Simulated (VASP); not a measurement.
# BaNa2V2CoO8 (P-3m1) in VASP: single point with PBE

Aim: the single point of BaNa2V2CoO8 with PBE.

All numbers are computed with VASP 6.6.1; they aren't measurements. Logs are shortened: lines on timing, memory, paths and dates and some standing lists are left out, and cuts for length are marked.

**1. The cell of the first run**

Symmetry: P-3m1, No. 164, trigonal system. Conventional cell: a = 5.549 Å, b = 5.549 Å, c = 7.074 Å, α = 90.00°, β = 90.00°, γ = 120.00°. Na (site symmetry 3m) has 10 O at 2.33 to 2.88 Å and 1 V at 3.04 Å within 3.1 Å. Ba (site symmetry -3m) has 12 O at 2.79 to 3.20 Å and 2 Co at 3.54 Å and 6 V at 3.60 Å within 3.7 Å. Within 2.3 Å of V (site symmetry 3m) lie 4 O at 1.70 to 1.73 Å. Co (site symmetry -3m) has 6 O at 2.04 Å within 2.7 Å. Within 2.4 Å of O (site symmetry 3m) lie 1 V at 1.70 Å and 1 Na at 2.33 Å. O (site symmetry m) has 1 V at 1.73 Å and 1 Co at 2.04 Å within 2.3 Å.

**2. Single point, PBE, collinear spin, ferromagnetic start**

Contents of INCAR:

```
SYSTEM = BaNa2V2CoO8
PREC = Accurate
ENCUT = 520
EDIFF = 1E-6
ISMEAR = -1
SIGMA = 0.02
LREAL = .FALSE.
LASPH = .TRUE.
NELM = 150
ALGO = Normal
ISIF = 2
LWAVE = .FALSE.
LCHARG = .TRUE.
ISPIN = 2
MAGMOM = 0 0 0 0 0 3 0 0 0 0 0 0 0 0
LORBIT = 11
LMAXMIX = 4
GGA = PE
LELF = .TRUE.
LVHAR = .TRUE.
NBANDS = 70
```

Contents of KPOINTS:

```
Automatic mesh
0
G
  4 4 3
  0 0 0
```

Contents of POSCAR:

```
BaNa2V2CoO8
1.0
    5.5489000000      0.0000000000      0.0000000000
   -2.7744500000      4.8054883631      0.0000000000
    0.0000000000      0.0000000000      7.0741000000
Na Ba V Co O
2 1 2 1 8
Direct
    0.6666666667      0.3333333333      0.6613643284
    0.3333333333      0.6666666667      0.3386356716
    0.0000000000      0.0000000000      0.0000000000
    0.3333333333      0.6666666667      0.7683163638
    0.6666666667      0.3333333333      0.2316836362
    0.0000000000      0.0000000000      0.5000000000
    0.6666666667      0.3333333333      0.9907790381
    0.3333333333      0.6666666667      0.0092209619
    0.3332643613      0.1666321807      0.3222307552
    0.8333678193      0.1666321807      0.3222307552
    0.8333678193      0.6667356387      0.3222307552
    0.1666321807      0.3332643613      0.6777692448
    0.1666321807      0.8333678193      0.6777692448
    0.6667356387      0.8333678193      0.6777692448
```

Potentials or basis: VASP PAW PBE potentials, release 64 (Na_pv, Ba_sv, V_sv, Co, O).

Started as:

```bash
> cat potpaw_PBE.64/Na_pv/POTCAR potpaw_PBE.64/Ba_sv/POTCAR potpaw_PBE.64/V_sv/POTCAR potpaw_PBE.64/Co/POTCAR potpaw_PBE.64/O/POTCAR > POTCAR
> mpirun -np 1 vasp_std > vasp.out
```

OUTCAR:

```text
SYSTEM = BaNa2V2CoO8
   PREC = Accurate
   ENCUT = 520
   EDIFF = 1E-6
   ISMEAR = -1
   LREAL = .FALSE.
   LASPH = .TRUE.
   NELM = 150
   ISIF = 2
   ISPIN = 2
   LORBIT = 11
   GGA = PE

 ion  position               nearest neighbor table
   1  0.667  0.333  0.661-   7 2.33
   2  0.333  0.667  0.339-   8 2.33
   3  0.000  0.000  0.000-   9 2.79  14 2.79  12 2.79  11 2.79  13 2.79  10 2.79   7 3.20   8 3.20
                             7 3.20   8 3.20   7 3.20   8 3.20   6 3.54   6 3.54   4 3.60   5 3.60
   4  0.333  0.667  0.768-   8 1.70  13 1.73  14 1.73  12 1.73   3 3.60   3 3.60   3 3.60
   5  0.667  0.333  0.232-   7 1.70  10 1.73   9 1.73  11 1.73   3 3.60   3 3.60   3 3.60
   6  0.000  0.000  0.500-   9 2.04  14 2.04  12 2.04  11 2.04  13 2.04  10 2.04   3 3.54   3 3.54

   7  0.667  0.333  0.991-   5 1.70   1 2.33   3 3.20   3 3.20   3 3.20
   8  0.333  0.667  0.009-   4 1.70   2 2.33   3 3.20   3 3.20   3 3.20
   9  0.333  0.167  0.322-   5 1.73   6 2.04   3 2.79
  10  0.833  0.167  0.322-   5 1.73   6 2.04   3 2.79
  11  0.833  0.667  0.322-   5 1.73   6 2.04   3 2.79
  12  0.167  0.333  0.678-   4 1.73   6 2.04   3 2.79
  13  0.167  0.833  0.678-   4 1.73   6 2.04   3 2.79
  14  0.667  0.833  0.678-   4 1.73   6 2.04   3 2.79

  LATTYP: Found a hexagonal cell.
 ALAT       =     5.5489000000
 C/A-ratio  =     1.2748652886

  Lattice vectors:

 A1 = (   5.5489000000,   0.0000000000,   0.0000000000)
 A2 = (  -2.7744500000,   4.8054883631,   0.0000000000)
 A3 = (   0.0000000000,   0.0000000000,   7.0741000000)

Analysis of symmetry for initial positions (statically):
=====================================================================
 Subroutine PRICEL returns:
 Original cell was already a primitive cell.

 Routine SETGRP: Setting up the symmetry group for a
 hexagonal supercell.

 Subroutine GETGRP returns: Found 12 space group operations
 (whereof 12 operations were pure point group operations)
 out of a pool of 24 trial point group operations.

The static configuration has the point symmetry D_3d.

Analysis of symmetry for dynamics (positions and initial velocities):
=====================================================================
 Subroutine PRICEL returns:
 Original cell was already a primitive cell.

 Routine SETGRP: Setting up the symmetry group for a
[... 189 lines left out ...]
      3     -35.7622      1.00000
      4     -35.7622      1.00000
      5     -35.7619      1.00000
      6     -35.7619      1.00000
[... 601 lines left out ...]
     64       7.1167      0.00000
     65       7.1918      0.00000
 Fermi energy:         3.4953010698

 spin component 2

 k-point     1 :       0.0000    0.0000    0.0000
  band No.  band energies     occupation
      1     -61.7229      1.00000
      2     -61.7228      1.00000
      3     -35.7027      1.00000
      4     -35.7027      1.00000
      5     -35.7024      1.00000
      6     -35.7024      1.00000
[... 601 lines left out ...]
     64       7.4338      0.00000
     65       7.5023      0.00000
 [bands above 65 left out]

------------------------ aborting loop because EDIFF is reached ----------------------------------------

  FORCE on cell =-STRESS in cart. coord.  units (eV):
  Direction    XX          YY          ZZ          XY          YZ          ZX
  --------------------------------------------------------------------------------------
  -------------------------------------------------------------------------------------
  Total        3.1793482      3.1793482      1.7131105      0.0000000     -0.0000000      0.0000000
  in kB       27.0043080     27.0043080     14.5505809      0.0000000     -0.0000000      0.0000000
  external PRESSURE =      22.8530656 kB  Pullay stress =       0.0000000 kB

 VOLUME and BASIS-vectors are now :
 -----------------------------------------------------------------------------
  energy-cutoff  :      520.00
  volume of cell :      188.63
      direct lattice vectors                 reciprocal lattice vectors
     5.548900000  0.000000000  0.000000000     0.180215899  0.104047698  0.000000000
    -2.774450000  4.805488363  0.000000000     0.000000000  0.208095395  0.000000000
     0.000000000  0.000000000  7.074100000     0.000000000  0.000000000  0.141360738

 POSITION                                       TOTAL-FORCE (eV/Angst)
 -----------------------------------------------------------------------------------
      2.77445      1.60183      4.67856         0.000000     -0.000000     -0.010719
     -0.00000      3.20366      2.39554         0.000000     -0.000000      0.010719
      0.00000      0.00000      0.00000         0.000000     -0.000000     -0.000000
     -0.00000      3.20366      5.43515         0.000000     -0.000000     -0.082742
      2.77445      1.60183      1.63895         0.000000     -0.000000      0.082742
      0.00000      0.00000      3.53705         0.000000     -0.000000     -0.000000
      2.77445      1.60183      7.00887         0.000000     -0.000000     -0.194820
     -0.00000      3.20366      0.06523         0.000000     -0.000000      0.194820
      1.38694      0.80075      2.27949        -0.068537     -0.039570      0.081982
      4.16196      0.80075      2.27949         0.068537     -0.039570      0.081982
      2.77445      3.20399      2.27949         0.000000      0.079140      0.081982
      0.00000      1.60150      4.79461        -0.000000     -0.079140     -0.081982
     -1.38751      4.00474      4.79461        -0.068537      0.039570     -0.081982
      1.38751      4.00474      4.79461         0.068537      0.039570     -0.081982
 -----------------------------------------------------------------------------------
    total drift:                               -0.000000      0.000000     -0.000000

  FREE ENERGIE OF THE ION-ELECTRON SYSTEM (eV)
  ---------------------------------------------------
  free  energy   TOTEN  =      -100.4472948581 eV

  energy  without entropy=     -100.4368729626  energy(sigma->0) =     -100.44208391

 total charge

# of ion       s       p       d       tot
------------------------------------------
    1        0.035   5.975   0.000   6.010
    2        0.035   5.975   0.000   6.010
    3        1.994   5.637   0.243   7.874
    4        2.406   6.457   3.319  12.182
    5        2.406   6.457   3.319  12.182
    6        0.311   0.423   7.094   7.829
    7        1.579   3.412   0.000   4.992
    8        1.579   3.412   0.000   4.992
    9        1.573   3.451   0.000   5.024
   10        1.573   3.451   0.000   5.024
   11        1.573   3.451   0.000   5.024
   12        1.573   3.451   0.000   5.024
   13        1.573   3.451   0.000   5.024
   14        1.573   3.451   0.000   5.024
--------------------------------------------------
tot         19.784  58.453  13.977  92.214

 magnetization (x)

# of ion       s       p       d       tot
------------------------------------------
    1       -0.000  -0.000   0.000  -0.000
    2       -0.000  -0.000   0.000  -0.000
    3       -0.000   0.000   0.001   0.001
    4        0.009   0.000   0.048   0.057
    5        0.009   0.000   0.048   0.057
    6        0.007   0.007   2.521   2.536
    7       -0.000  -0.003   0.000  -0.003
    8       -0.000  -0.003   0.000  -0.003
    9        0.007   0.046   0.000   0.053
   10        0.007   0.046   0.000   0.053
   11        0.007   0.046   0.000   0.053
   12        0.007   0.046   0.000   0.053
   13        0.007   0.046   0.000   0.053
   14        0.007   0.046   0.000   0.053
--------------------------------------------------
tot          0.067   0.278   2.617   2.962
```

It took 6.4 min on 1 thread of Intel Xeon Platinum 8375C at 2.90GHz (Ice Lake), shared host; peak memory 0.47 GiB.

What came out:

```
Free energy                                           : -100.4473 eV
Pressure                                              : 2.3 GPa
Largest force                                         : 0.195 eV/Å
Band gap on the k mesh                                : zero (filled and empty bands overlap)
Net moment                                            : 3.00 μB per cell
Site moments                                          : Na -0.00; Ba +0.00; V +0.06; Co +2.54; O -0.00, +0.05 (each value once) μB
Valence electrons inside the program's atomic spheres : Na 6.01; Ba 7.87; V 12.18; Co 7.83; O 4.99, 5.02 (each value once)
```

Forces on the atoms (eV/Å):
```
Na   0.000  0.000 -0.011
Na   0.000  0.000  0.011
Ba   0.000  0.000  0.000
V    0.000  0.000 -0.083
V    0.000  0.000  0.083
Co   0.000  0.000  0.000
O    0.000  0.000 -0.195
O    0.000  0.000  0.195
O   -0.069 -0.040  0.082
O    0.069 -0.040  0.082
O    0.000  0.079  0.082
O    0.000 -0.079 -0.082
O   -0.069  0.040 -0.082
O    0.069  0.040 -0.082
```

Caveat: spin-orbit coupling is left out, which moves the levels of the heavy elements; a cell with one magnetic atom can't hold antiferromagnetic order, which such compounds often take; semilocal functionals often make such compounds metallic where correlation or magnetic order opens a gap, which also shifts bond lengths.
